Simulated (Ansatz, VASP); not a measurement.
# ZnO: VASP beside Ansatz

```
Zn O
1.0
     3.20299    0.00000    0.00000
    -1.60149    2.77387    0.00000
     0.00000    0.00000    5.15884
Zn O
2 2
Direct
  0.33333 0.66667 0.99765
  0.66667 0.33333 0.49765
  0.33333 0.66667 0.37735
  0.66667 0.33333 0.87735
```

Change from the starting cell: hydrostatic strain -1.0%.

Alike in both runs: task single point; functional PBE; k mesh 12 × 12 × 6; occupations fermi-dirac, width 0.02 eV; no spin polarisation.

|  | VASP | Ansatz |
| --- | --- | --- |
| version | VASP 6.6.1 | Ansatz 0.2.0 |
| potentials or method | VASP PAW PBE potentials, release 64 (Zn, O) | plane waves, PAW |
| plane-wave cutoff (eV) | 520 | 420 |
| valence electrons in the cell | 36 | 36 |

|  | VASP | Ansatz | Ansatz less VASP |
| --- | --- | --- | --- |
| gap on the k mesh at the Fermi level (eV) | 0.84 | 0.85 | +0.013 |
| pressure (GPa) | 12.4 | 11.1 | -1.30 |
| traceless stress, the component that is largest in VASP (GPa) | 0.04 | 0.06 | +0.024 |
